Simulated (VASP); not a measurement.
# B (Im-3m) in VASP: single point with r2SCAN0

Aim: the single point of B with r2SCAN0.

Everything below comes from runs of VASP 6.6.1. Logs are shortened: lines on timing, memory, paths and dates and some standing lists are left out, and cuts for length are marked.

## 1. The cell of the first run

It takes space group Im-3m (No. 229, cubic). Conventional cell: a = 2.295 Å, b = 2.295 Å, c = 2.295 Å, α = 90.00°, β = 90.00°, γ = 90.00°. B (site symmetry m-3m) has 14 B at 1.99 to 2.29 Å within 2.6 Å.

This isn't the form of B at room conditions, which is rhombohedral.

## 2. Single point, r2SCAN0

Input file POSCAR:

```
B
1.0
   -1.1474615457      1.1474615457      1.1474615457
    1.1474615457     -1.1474615457      1.1474615457
    1.1474615457      1.1474615457     -1.1474615457
B
1
Direct
    0.0000000000      0.0000000000      0.0000000000
```

Input file INCAR.step1:

```
SYSTEM = B
PREC = Accurate
ENCUT = 520
EDIFF = 1E-5
ISMEAR = -1
SIGMA = 0.1
LREAL = .False.
LASPH = .True.
NELM = 100
ALGO = Normal
ISIF = 2
LWAVE = .True.
NBANDS = 8
GGA = PE
```

Input file INCAR.step2:

```
SYSTEM = B
PREC = Accurate
ENCUT = 520
EDIFF = 1E-6
ISMEAR = -1
SIGMA = 0.1
LREAL = .False.
LASPH = .True.
NELM = 100
ALGO = Normal
ISIF = 2
LWAVE = .False.
LCHARG = .True.
METAGGA = R2SCAN
LHFCALC = .True.
AEXX = 0.25
LMIXTAU = .True.
PRECFOCK = Normal
LELF = .True.
LVHAR = .True.
NBANDS = 8
ISTART = 1
```

Input file KPOINTS:

```
regular mesh
0
Gamma
  10 10 10
  0 0 0
```

Potentials or basis: VASP PAW PBE potentials, release 64 (B).

Started as:

```
> cat potpaw_PBE.64/B/POTCAR > POTCAR
> cp INCAR.step1 INCAR
> mpirun -np 1 vasp_std > vasp.out
> cp INCAR.step2 INCAR
> mpirun -np 1 vasp_std > vasp.out
```

OUTCAR:

```text
SYSTEM = B
   PREC = Accurate
   ENCUT = 520
   EDIFF = 1E-6
   ISMEAR = -1
   LREAL = .False.
   LASPH = .True.
   NELM = 100
   ISIF = 2
   METAGGA = R2SCAN
   LHFCALC = .True.
   AEXX = 0.25
   PRECFOCK = Normal
   ISTART = 1

 ion  position               nearest neighbor table
   1  0.000  0.000  0.000-

  LATTYP: Found a body centered cubic cell.
 ALAT       =     2.2949230914

  Lattice vectors:

 A1 = (  -1.1474615457,   1.1474615457,   1.1474615457)
 A2 = (   1.1474615457,  -1.1474615457,   1.1474615457)
 A3 = (   1.1474615457,   1.1474615457,  -1.1474615457)

Analysis of symmetry for initial positions (statically):
=====================================================================
 Subroutine PRICEL returns:
 Original cell was already a primitive cell.

 Routine SETGRP: Setting up the symmetry group for a
 body centered cubic supercell.

 Subroutine GETGRP returns: Found 48 space group operations
 (whereof 48 operations were pure point group operations)
 out of a pool of 48 trial point group operations.

The static configuration has the point symmetry O_h .

Analysis of symmetry for dynamics (positions and initial velocities):
=====================================================================
 Subroutine PRICEL returns:
 Original cell was already a primitive cell.

 Routine SETGRP: Setting up the symmetry group for a
 body centered cubic supercell.

 Subroutine GETGRP returns: Found 48 space group operations
 (whereof 48 operations were pure point group operations)
 out of a pool of 48 trial point group operations.

The dynamic configuration has the point symmetry O_h .

 Subroutine INISYM returns: Found 48 space group operations
 (whereof 48 operations are pure point group operations),
 and found     1 'primitive' translations

----------------------------------------------------------------------------------------

                                     Primitive cell

  volume of cell :       6.0433

  direct lattice vectors                    reciprocal lattice vectors
    -1.147461546  1.147461546  1.147461546     0.000000000  0.435744450  0.435744450
     1.147461546 -1.147461546  1.147461546     0.435744450  0.000000000  0.435744450
     1.147461546  1.147461546 -1.147461546     0.435744450  0.435744450  0.000000000

  length of vectors
     1.987461697  1.987461697  1.987461697     0.616235711  0.616235711  0.616235711

  position of ions in fractional coordinates (direct lattice)
     0.000000000  0.000000000  0.000000000

  ion indices of the primitive-cell ions
   primitive index   ion index
                 1           1

----------------------------------------------------------------------------------------

 KPOINTS: regular mesh

Automatic generation of k-mesh.
 Grid dimensions read from file:
 generate k-points for:   10   10   10

 Generating k-lattice:

  Cartesian coordinates                     Fractional coordinates (reciprocal lattice)
     0.000000000  0.043574445  0.043574445     0.100000000  0.000000000  0.000000000
     0.043574445  0.000000000  0.043574445     0.000000000  0.100000000  0.000000000
     0.043574445  0.043574445  0.000000000     0.000000000  0.000000000  0.100000000

  Length of vectors
     0.061623571  0.061623571  0.061623571

  Shift w.r.t. Gamma in fractional coordinates (k-lattice)
     0.000000000  0.000000000  0.000000000

 Subroutine IBZKPT returns following result:
 ===========================================

 Found     47 irreducible k-points:

 Following reciprocal coordinates:
            Coordinates               Weight
  0.000000  0.000000  0.000000      1.000000
  0.100000  0.000000  0.000000     12.000000
  0.200000  0.000000  0.000000     12.000000
  0.300000  0.000000  0.000000     12.000000
  0.400000  0.000000  0.000000     12.000000
  0.500000  0.000000  0.000000      6.000000
[... 16 lines left out ...]
  0.300000  0.300000  0.100000      8.000000
 -0.300000  0.300000  0.100000     24.000000
 [... further k-points ...]
   k-points           NKPTS =     47   k-points in BZ     NKDIM =   1000   number of bands    NBANDS=      8
   number of dos      NEDOS =    301   number of ions     NIONS =      1
   total plane-waves  NPLWV =   4096
   dimension x,y,z NGX =    16 NGY =   16 NGZ =   16
   dimension x,y,z NGXF=    32 NGYF=   32 NGZF=   32
   ions per type =               1
   NGX,Y,Z   is equivalent  to a cutoff of  13.38, 13.38, 13.38 a.u.
   NGXF,Y,Z  is equivalent  to a cutoff of  26.77, 26.77, 26.77 a.u.
 SYSTEM =  B
   PREC   = accura    normal or accurate (medium, high low for compatibility)
   ISTART =      1    job   : 0-new  1-cont  2-samecut
   ICHARG =      0    charge: 1-file 2-atom 10-const
   ISPIN  =      1    spin polarized calculation?
   LNONCOLLINEAR =      F non collinear calculations
   LSORBIT =      F    spin-orbit coupling
   LASPH  =      T    aspherical Exc in radial PAW
   ENCUT  =  520.0 eV  38.22 Ry    6.18 a.u.   3.70  3.70  3.70*2*pi/ulx,y,z
   NELM   =    100;   NELMIN=  2; NELMDL=  0     # of ELM steps
   EDIFF  = 0.1E-05   stopping-criterion for ELM
   LREAL  =      F    real-space projection
   EDIFFG = 0.1E-04   stopping-criterion for IOM
   NSW    =      0    number of steps for IOM
   IBRION =     -1    ionic relax: 0-MD 1-quasi-New 2-CG
   NFREE  =      0    steps in history (QN), initial steepest desc. (CG)
   ISIF   =      2    stress and relaxation
   ISYM   =      3    0-nonsym 1-usesym 2-fastsym
   POTIM  = 0.5000    time-step for ionic-motion
   TEBEG  =    0.0;   TEEND  =   0.0 temperature during run
   PSTRESS=    0.0 pullay stress
   NELECT =       3.0000    total number of electrons
   NUPDOWN=      -1.0000    fix difference up-down
   EMIN   =  10.00;   EMAX   =-10.00  energy-range for DOS
   EFERMI =   0.00;   METHOD = LEGACY
   ISMEAR =    -1;   SIGMA  =   0.10  broadening in eV -4-tet -1-fermi 0-gaus
   EFERMI_NEDOS =   21; number of points for ismear=-14 and -15
   IALGO  =     38    algorithm
   IMIX   =      1    mixing-type and parameters
     AMIX     =   0.40;   BMIX     =  1.00
     AMIX_MAG =   1.60;   BMIX_MAG =  1.00
  volume/ion in A,a.u.               =       6.04        40.78
  Fermi-wavevector in a.u.,A,eV,Ry     =   1.296255  2.449567 22.861557  1.680277
  Thomas-Fermi vector in A             =   2.427723
   LORBIT       =      0    0 simple, 1 ext, 2 COOP (PROOUT), +10 PAW based schemes
   METAGGA = R2SCAN    functional components
   LHFCALC =     T    Hartree Fock is set to
   PRECFOCK=normal    Normal, Fast or Accurate (Low or Medium for compatibility)
   ENCUT4O =  -1.0   cutoff for four orbital integrals eV
   NKREDX  =     1    reduce k-point grid by
   NKREDY  =     1    reduce k-point grid by
   NKREDZ  =     1    reduce k-point grid by
   AEXX    =    0.2500 exact exchange contribution
   HFSCREEN=    0.0000 screening length (either q_TF or 0.3 A-1)
   HFSCREENC=   0.0000 screening length for correlation (either q_TF or 0.3 A-1)
   ENCUTFOCK=  -1.0 apply spherical cutoff to Coloumb kernel
   IVDW    =     0    specifies the selected vdW correction
   LEPSILON=     F    determine dielectric tensor
   LRPA    =     F    only Hartree local field effects (RPA)
 non-spin polarized calculation
  energy-cutoff  :      520.00
  volume of cell :        6.04
 maximum number of plane-waves:       177
  NGX = 12; NGY = 12; NGZ = 12

 number of electron       3.0000000 magnetization

 Free energy of the ion-electron system (eV)
  ---------------------------------------------------
  ext. energy  EPLUGINS =         0.00000000
  ---------------------------------------------------
  free energy    TOTEN  =        -6.27206465 eV

  energy without entropy =       -6.26965275  energy(sigma->0) =       -6.27085870

 E-fermi :   9.9676     XC(G=0): -10.7742

 val. band max:        9.6451365576   @ k =  -0.4000   0.5000   0.3000
 cond. band min:      10.2404715554   @ k =   0.5000   0.5000   0.4000
 fundamental gap:      0.5953349978
 Fermi energy:         9.9676341234

 k-point     1 :       0.0000    0.0000    0.0000
  band No.  band energies     occupation
      1     -12.0369      2.00000
      2      29.1113      0.00000
      3      29.1113      0.00000
      4      29.1113      0.00000
      5      47.3608      0.00000
      6      47.3608      0.00000
      7      47.3608      0.00000
      8      51.2131      0.00000

 k-point     2 :       0.1000    0.0000    0.0000
  band No.  band energies     occupation
      1     -11.5147      2.00000
      2      27.3492      0.00000
      3      27.9238      0.00000
      4      28.7798      0.00000
      5      43.4251      0.00000
      6      44.0810      0.00000
      7      48.8465      0.00000
      8      49.6588      0.00000

 k-point     3 :       0.2000    0.0000    0.0000
  band No.  band energies     occupation
      1      -9.9482      2.00000
      2      22.2963      0.00000
      3      25.5458      0.00000
      4      27.8879      0.00000
      5      39.9359      0.00000
      6      40.1336      0.00000
      7      48.0015      0.00000
      8      52.7336      0.00000

 k-point     4 :       0.3000    0.0000    0.0000
  band No.  band energies     occupation
      1      -7.3487      2.00000
      2      15.6307      0.00000
      3      23.3528      0.00000
      4      26.7870      0.00000
      5      37.1946      0.00000
      6      38.8584      0.00000
      7      49.1122      0.00000
      8      56.5226      0.00000

 k-point     5 :       0.4000    0.0000    0.0000
  band No.  band energies     occupation
      1      -3.8208      2.00000
      2       8.4476      2.00000
      3      21.9059      0.00000
      4      25.9239      0.00000
      5      35.4089      0.00000
      6      38.7907      0.00000
      7      51.5047      0.00000
      8      57.1969      0.00000
[... 177 lines left out ...]
 k-point    22 :      -0.2000    0.2000    0.1000
  band No.  band energies     occupation
      1      -9.4223      2.00000
      2      22.3087      0.00000
      3      24.0182      0.00000
      4      27.2016      0.00000
      5      37.4568      0.00000
      6      42.5714      0.00000
      7      45.7166      0.00000
      8      53.3681      0.00000

 k-point    23 :       0.3000    0.3000    0.1000
  band No.  band energies     occupation
      1       4.7955      2.00000
      2       4.7955      2.00000
      3      10.9515      0.00011
      4      17.9081      0.00000
      5      45.7307      0.00000
      6      50.3960      0.00000
      7      50.3960      0.00000
      8      61.8470      0.00000

 k-point    24 :      -0.3000    0.3000    0.1000
  band No.  band energies     occupation
      1      -6.8166      2.00000
      2      15.9369      0.00000
      3      21.6967      0.00000
      4      26.3785      0.00000
      5      36.6248      0.00000
      6      39.8969      0.00000
      7      47.1520      0.00000
      8      56.6600      0.00000

 [... further k-points ...]

------------------------ aborting loop because EDIFF is reached ----------------------------------------

  FORCE on cell =-STRESS in cart. coord.  units (eV):
  Direction    XX          YY          ZZ          XY          YZ          ZX
  --------------------------------------------------------------------------------------
  -------------------------------------------------------------------------------------
  Total       -0.1484739     -0.1484739     -0.1484739     -0.0000000     -0.0000000      0.0000000
  in kB      -39.3628230    -39.3628230    -39.3628230     -0.0000000     -0.0000000      0.0000000
  external PRESSURE =     -39.3628230 kB  Pullay stress =       0.0000000 kB

 VOLUME and BASIS-vectors are now :
 -----------------------------------------------------------------------------
  energy-cutoff  :      520.00
  volume of cell :        6.04
      direct lattice vectors                 reciprocal lattice vectors
    -1.147461546  1.147461546  1.147461546     0.000000000  0.435744450  0.435744450
     1.147461546 -1.147461546  1.147461546     0.435744450  0.000000000  0.435744450
     1.147461546  1.147461546 -1.147461546     0.435744450  0.435744450  0.000000000

 POSITION                                       TOTAL-FORCE (eV/Angst)
 -----------------------------------------------------------------------------------
      0.00000      0.00000      0.00000         0.000000     -0.000000      0.000000
 -----------------------------------------------------------------------------------
    total drift:                                0.000000     -0.000000     -0.000000

  FREE ENERGIE OF THE ION-ELECTRON SYSTEM (eV)
  ---------------------------------------------------
  free  energy   TOTEN  =        -6.2720646479 eV

  energy  without entropy=       -6.2696527526  energy(sigma->0) =       -6.27085870
```

Wall time 9.2 min (1 thread of Intel Xeon 8259CL, shared host); peak memory 0.12 GiB.

What came out:

```yaml
Free_energy: -6.2721 eV
Pressure: -3.9 GPa
Band_gap_on_the_k_mesh: zero (an odd number of electrons rules out a gap without spin polarisation)
```

Caveat: the k points lie up to 0.39 Å⁻¹ apart, too coarse for converged energies and pressures of a metal; the PAW data sets were made with another functional, which shifts forces and pressure a little.

The gap in the log of VASP goes by the Fermi energy; the results here count the filled bands.